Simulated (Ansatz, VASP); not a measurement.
**H2CF2 in VASP and in Ansatz**

INCAR

```
SYSTEM = H2CF2
ALGO = Normal
DIPOL = 0.5 0.5 0.680
EDIFF = 1E-7
ENCUT = 520
GGA = PE
IDIPOL = 3
ISIF = 2
ISMEAR = 0
IVDW = 12
LASPH = .True.
LCHARG = .False.
LDIPOL = .True.
LREAL = .False.
LWAVE = .False.
NBANDS = 18
NELM = 100
PREC = Accurate
SIGMA = 0.1
```

The input KPOINTS:

```
k-points
0
Gamma
  4 3 1
  0 0 0
```

File POSCAR:

```
H2CF2
1.0
    5.6653313024      0.0000000000      0.0000000000
    0.0000000000      5.8038113753      0.0000000000
    0.0000000000      0.0000000000     25.7542561048
F C H
2 1 2
Direct
    0.4868612726      0.2750417423      0.6585092652
    0.2122257683      0.4808947087      0.6993359724
    0.4381249775      0.4867982679      0.6805167951
    0.4492372012      0.6190093455      0.6497941739
    0.5617383429      0.5139703345      0.7128175108
```

Input for Ansatz:

```yaml
crystal:
  lattice:
    - [5.6653313024, 0.0, 0.0]
    - [0.0, 5.8038113753, 0.0]
    - [0.0, 0.0, 25.7542561048]
  atoms:
    - { symbol: F, position: [0.4868612726, 0.2750417423, 0.6585092652] }
    - { symbol: C, position: [0.4381249775, 0.4867982679, 0.6805167951] }
    - { symbol: F, position: [0.2122257683, 0.4808947087, 0.6993359724] }
    - { symbol: H, position: [0.4492372012, 0.6190093455, 0.6497941739] }
    - { symbol: H, position: [0.5617383429, 0.5139703345, 0.7128175108] }
basis:
  ecutwfc: 420
kpoints:
  mp_grid: { grid: [4, 3, 1] }
hamiltonian:
  xc: pbe
  dispersion: d3bj
scf:
  occupations: { method: gaussian, width: 0.1 }
output:
  forces: true
  eigenvalues: true
  write_density: true
  volumetric_format: npy
efield:
  axis: 3
  dipole_correction: true
  ramp_width: 0.04
```

Alike in both runs: task single point; functional PBE; dispersion D3(BJ); k mesh 4 × 3 × 1; occupations gaussian, width 0.1 eV; no spin polarisation.

|  | VASP | Ansatz |
| --- | --- | --- |
| version | VASP 6.6.1 | Ansatz 0.2.0 |
| potentials or method | VASP PAW PBE potentials, release 64 (F, C, H), cutoff 520 eV | scalar-relativistic, plane waves, PAW |
| valence electrons in the cell | 20 | 20 |

```tsv
	VASP	Ansatz	Ansatz less VASP
gap on the k mesh at the Fermi level (eV)	7.20	7.19	-0.010
rms of the force components (eV/Å)	0.175	0.115	-0.0593
```

One of these differences is far larger than is usual between the two programs; its cause wasn't traced.
